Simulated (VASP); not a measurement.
# Cd (Fm-3m) in VASP: further runs, part 2 of 2

VASP 6.6.1.

## (3) Single point, LDA

This run uses another cell than the first one, of 20.00 Å³/atom.

Input file INCAR:

```
SYSTEM = Cd
  PREC = Accurate
  ENCUT = 630
  EDIFF = 1E-6
  ISMEAR = -1
  SIGMA = 0.05
  LREAL = .FALSE.
  LASPH = .TRUE.
  NELM = 120
  ALGO = Normal
  ISIF = 2
  LWAVE = .FALSE.
  LCHARG = .FALSE.
  NBANDS = 16
  GGA_COMPAT = .FALSE.
```

Input file KPOINTS:

```
regular mesh
0
G
  9 9 9
  0 0 0
```

Input file POSCAR:

```
Cd
1.0
    0.0000000000      2.1546063733      2.1546063733
    2.1546063733      0.0000000000      2.1546063733
    2.1546063733      2.1546063733      0.0000000000
Cd
1
Direct
    0.0000000000      0.0000000000      0.0000000000
```

Potentials or basis: VASP PAW LDA potentials, release 64 (Cd_sv_GW).

Command:

```
$ cat potpaw_LDA.64/Cd_sv_GW/POTCAR > POTCAR
$ mpirun -np 1 vasp_std > vasp.out
```

OUTCAR:

```text
SYSTEM = Cd
   PREC = Accurate
   ENCUT = 630
   EDIFF = 1E-6
   ISMEAR = -1
   LREAL = .FALSE.
   LASPH = .TRUE.
   NELM = 120
   ISIF = 2

 ion  position               nearest neighbor table
   1  0.000  0.000  0.000-

  LATTYP: Found a face centered cubic cell.
 ALAT       =     4.3092127466

  Lattice vectors:

 A1 = (   0.0000000000,   2.1546063733,   2.1546063733)
 A2 = (   2.1546063733,   0.0000000000,   2.1546063733)
 A3 = (   2.1546063733,   2.1546063733,   0.0000000000)

Analysis of symmetry for initial positions (statically):
=====================================================================
 Subroutine PRICEL returns:
 Original cell was already a primitive cell.

 Routine SETGRP: Setting up the symmetry group for a
 face centered cubic supercell.

 Subroutine GETGRP returns: Found 48 space group operations
 (whereof 48 operations were pure point group operations)
 out of a pool of 48 trial point group operations.

The static configuration has the point symmetry O_h .

Analysis of symmetry for dynamics (positions and initial velocities):
=====================================================================
 Subroutine PRICEL returns:
 Original cell was already a primitive cell.

 Routine SETGRP: Setting up the symmetry group for a
 face centered cubic supercell.

 Subroutine GETGRP returns: Found 48 space group operations
 (whereof 48 operations were pure point group operations)
 out of a pool of 48 trial point group operations.

The dynamic configuration has the point symmetry O_h .

 Subroutine INISYM returns: Found 48 space group operations
 (whereof 48 operations are pure point group operations),
 and found     1 'primitive' translations

----------------------------------------------------------------------------------------

                                     Primitive cell

  volume of cell :      20.0048

[... 103 lines left out ...]
   IALGO  =     38    algorithm
   IMIX   =      4    mixing-type and parameters
     AMIX     =   0.40;   BMIX     =  1.00
     AMIX_MAG =   1.60;   BMIX_MAG =  1.00
  volume/ion in A,a.u.               =      20.00       135.00
  Fermi-wavevector in a.u.,A,eV,Ry     =   1.636968  3.093421 36.459051  2.679665
  Thomas-Fermi vector in A             =   2.728186
   LORBIT       =      0    0 simple, 1 ext, 2 COOP (PROOUT), +10 PAW based schemes
   GGA     = CA    functional components
   LHFCALC =     F    Hartree Fock is set to
   AEXX    =    0.0000 exact exchange contribution
   IVDW    =     0    specifies the selected vdW correction
   LEPSILON=     F    determine dielectric tensor
   LRPA    =     F    only Hartree local field effects (RPA)
 non-spin polarized calculation
  energy-cutoff  :      630.00
  volume of cell :       20.00
 maximum number of plane-waves:       745
 NGX is ok and might be reduce to    28
   NGX = 13   NGY = 13   NGZ = 13

 number of electron      20.0000005 magnetization

 Free energy of the ion-electron system (eV)
  ---------------------------------------------------
  ext. energy  EPLUGINS =         0.00000000
  ---------------------------------------------------
  free energy    TOTEN  =        -1.50915000 eV

  energy without entropy =       -1.50640868  energy(sigma->0) =       -1.50777934

 E-fermi :   6.8765     XC(G=0): -12.1204

 val. band max:        6.8641052912   @ k =   0.4444   0.0000   0.0000
 cond. band min:       7.1163281629   @ k =  -0.3333   0.4444   0.2222
 fundamental gap:      0.2522228718
 Fermi energy:         6.8764734865

 k-point     1 :       0.0000    0.0000    0.0000
  band No.  band energies     occupation
      1     -95.5266      2.00000
      2     -56.8681      2.00000
      3     -56.8681      2.00000
      4     -56.8681      2.00000
      5      -2.5193      2.00000
      6      -2.3529      2.00000
[... 433 lines left out ...]
      3     -56.8884      2.00000
      4     -56.8884      2.00000
      5      -3.1147      2.00000
      6      -3.0374      2.00000
[... 8 lines left out ...]
     15      18.9262      0.00000
     16      32.0555      0.00000

 [... further k-points ...]

------------------------ aborting loop because EDIFF is reached ----------------------------------------

  FORCE on cell =-STRESS in cart. coord.  units (eV):
  Direction    XX          YY          ZZ          XY          YZ          ZX
  --------------------------------------------------------------------------------------
  -------------------------------------------------------------------------------------
  Total       -0.0108275     -0.0108275     -0.0108275     -0.0000000     -0.0000000      0.0000000
  in kB       -0.8671729     -0.8671729     -0.8671729     -0.0000000     -0.0000000      0.0000000
  external PRESSURE =      -0.8671729 kB  Pullay stress =       0.0000000 kB

 VOLUME and BASIS-vectors are now :
 -----------------------------------------------------------------------------
  energy-cutoff  :      630.00
  volume of cell :       20.00
      direct lattice vectors                 reciprocal lattice vectors
     0.000000000  2.154606373  2.154606373    -0.232060949  0.232060949  0.232060949
     2.154606373  0.000000000  2.154606373     0.232060949 -0.232060949  0.232060949
     2.154606373  2.154606373  0.000000000     0.232060949  0.232060949 -0.232060949

 POSITION                                       TOTAL-FORCE (eV/Angst)
 -----------------------------------------------------------------------------------
      0.00000      0.00000      0.00000        -0.000000     -0.000000     -0.000000
 -----------------------------------------------------------------------------------
    total drift:                               -0.000000     -0.000000     -0.000000

  FREE ENERGIE OF THE ION-ELECTRON SYSTEM (eV)
  ---------------------------------------------------
  free  energy   TOTEN  =        -1.5091500012 eV

  energy  without entropy=       -1.5064086793  energy(sigma->0) =       -1.50777934
```

OSZICAR:

```text
N       E                     dE             d eps       ncg     rms          rms(c)
DAV:   1     0.379114421205E+03    0.37911E+03   -0.13615E+04  1144   0.221E+03
DAV:   2     0.253097311045E+02   -0.35380E+03   -0.32682E+03  1120   0.649E+02
DAV:   3    -0.775889392471E+00   -0.26086E+02   -0.26003E+02  1784   0.198E+02
DAV:   4    -0.156385372583E+01   -0.78796E+00   -0.78794E+00  1256   0.322E+01
DAV:   5    -0.159125354035E+01   -0.27400E-01   -0.27400E-01  1840   0.705E+00    0.266E+01
DAV:   6    -0.151749050112E+01    0.73763E-01   -0.16011E-01  1760   0.120E+01    0.156E+01
DAV:   7    -0.150920060348E+01    0.82899E-02   -0.16299E-02  1632   0.209E+00    0.179E+00
DAV:   8    -0.150918244514E+01    0.18158E-04   -0.11098E-03  1680   0.105E+00    0.783E-02
DAV:   9    -0.150914975545E+01    0.32690E-04   -0.67218E-05  1568   0.189E-01    0.278E-02
DAV:  10    -0.150915000124E+01   -0.24579E-06   -0.68108E-07  1088   0.131E-02
   1 F= -.15091500E+01 E0= -.15077793E+01  d E =-.274132E-02
```

stdout:

```text
POSCAR found type information on POSCAR Cd
 POSCAR found :  1 types and       1 ions
 scaLAPACK will be used
 LDA part: xc-table for (Slater(with rela. corr.)+CA(PZ))
 , standard interpolation
 POSCAR, INCAR and KPOINTS ok, starting setup
 FFT: planning ... GRIDC
 FFT: planning ... GRID_SOFT
 FFT: planning ... GRID
 WAVECAR not read
 entering main loop
```

It took 9.6 s on 1 thread of Intel Xeon Platinum 8559C (Emerald Rapids), shared host; peak memory 0.15 GiB.

What came out:

| Item | Value |
| --- | --- |
| Free energy | -1.5092 eV |
| Pressure | -0.1 GPa |
| Band gap on the k mesh | zero (bands 10 and 11 overlap by 1.50 eV) |

## (4) Single point, LDA

This run uses another cell than the first one, of 17.97 Å³/atom.

Input file INCAR:

```
SYSTEM = Cd
  ALGO = Normal
  EDIFF = 1E-6
  ENCUT = 630
  GGA_COMPAT = .FALSE.
  ISIF = 2
  ISMEAR = -1
  LASPH = .TRUE.
  LCHARG = .FALSE.
  LREAL = .FALSE.
  LWAVE = .FALSE.
  NBANDS = 16
  NELM = 120
  PREC = Accurate
  SIGMA = 0.05
```

Input file KPOINTS:

```
k-points
0
G
  9 9 9
  0 0 0
```

Input file POSCAR:

```
Cd
1.0
    0.0000000000      2.0791127133      2.0791127133
    2.0791127133      0.0000000000      2.0791127133
    2.0791127133      2.0791127133      0.0000000000
Cd
1
Direct
    0.0000000000      0.0000000000      0.0000000000
```

Command:

```
$ cat potpaw_LDA.64/Cd_sv_GW/POTCAR > POTCAR
$ mpirun -np 1 vasp_std > vasp.out
```

It took 4.5 s on 1 thread of Intel Xeon 6975P-C (Granite Rapids), shared host; peak memory 0.14 GiB.

It converged, with:

| Property | Result |
| --- | --- |
| Free energy | -1.4482 eV |
| Pressure | 10.1 GPa |
| Band gap on the k mesh | zero (bands 10 and 11 overlap by 1.26 eV) |

Levels at points of the mesh, in eV from the Fermi level:
| k point | band 7 | band 8 | band 9 | band 10 | band 11 | band 12 | band 13 | band 14 |
| --- | --- | --- | --- | --- | --- | --- | --- | --- |
| (0.00, 0.00, 0.00) | -9.75 | -9.75 | -9.05 | -9.05 | 13.50 | 16.15 | 16.15 | 16.15 |

Caveat: the cell stands under pressure.

## (5) Relaxation of cell and atoms, LDA

This run uses another cell than the first one, of 21.59 Å³/atom.

Input file INCAR:

```
PREC = Accurate ; ENCUT = 630
EDIFF = 1E-7 ; ISMEAR = -1
SIGMA = 0.05 ; LREAL = False
LASPH = True ; NELM = 120
ALGO = Normal ; ISIF = 3
LWAVE = False ; LCHARG = False
GGA = CA ; IBRION = 2
NSW = 80 ; EDIFFG = -0.01
GGA_COMPAT = False ; NELMIN = 4
```

Input file KPOINTS:

```
regular mesh
0
Gamma
  9 9 9
```

Input file POSCAR:

```
Cd
1.0
    0.0000000000      2.2100000000      2.2100000000
    2.2100000000      0.0000000000      2.2100000000
    2.2100000000      2.2100000000      0.0000000000
Cd
1
Direct
    0.0000000000      0.0000000000      0.0000000000
```

Command:

```
$ cat potpaw_LDA.64/Cd_sv_GW/POTCAR > POTCAR
$ mpirun -np 1 vasp_std > vasp.out
```

Run time: 18 s. Hardware: 1 thread of Intel Xeon 6975P-C (Granite Rapids), shared host; peak memory 0.16 GiB.

It converged, with:

```
Free energy                           : -1.5109 eV
Relaxed volume                        : 20.06 Å³/atom
Relaxed cell                          : a = 3.050 Å, b = 3.050 Å, c = 3.050 Å, α = 60.00°, β = 60.00°, γ = 60.00°
Space group after relaxing (to 0.1 Å) : Fm-3m (No. 225)
Energy gained by relaxing             : 22.2 meV/atom
Ionic steps                           : 3
Pressure after relaxing               : 0.0 GPa
Band gap on the k mesh                : zero (bands 10 and 11 overlap by 1.51 eV)
```

The path:
```csv
step,energy change (eV),largest force (eV/Å),pressure (GPa),volume (Å³)
1,0.0000,0.0000,-4.35,21.59
2,-0.0215,0.0000,0.96,19.81
3,-0.0222,0.0000,0.01,20.06
```

Final structure:
```
CELL_PARAMETERS angstrom
0.00000 2.15671 2.15671
2.15671 0.00000 2.15671
2.15671 2.15671 0.00000
ATOMIC_POSITIONS crystal
Cd 0.00000 0.00000 0.00000
```

Levels at points of the mesh, in eV from the Fermi level:
```csv
k point,band 7,band 8,band 9,band 10,band 11,band 12,band 13,band 14
"(0.00, 0.00, 0.00)",-9.22,-9.22,-8.66,-8.66,13.51,15.41,15.41,15.41
```

## (6) Overview

```csv
task,cell,gap on the mesh (eV),pressure (GPa)
single point,"a = 2.986 Å, angles 60.0°, 1 atom",none,5.0
single point,"a = 3.047 Å, angles 60.0°, 1 atom",none,-0.1
single point,"a = 2.940 Å, angles 60.0°, 1 atom",none,10.1
relaxation of cell and atoms,"relaxed from a = 3.125 Å, angles 60.0°, 1 atom",none,0.0
```

Alike in all rows: level LDA; potentials or basis VASP PAW LDA potentials, release 64 (Cd_sv_GW); no spin polarisation; k mesh 9 × 9 × 9; cutoff (eV) 630; smearing fermi-dirac 0.05 eV.

Caveats: the cell stands under pressure (at least some runs).

Absolute energies hang on the potentials; compare differences alone.

The gap in the log of VASP goes by the Fermi energy; the results here count the filled bands.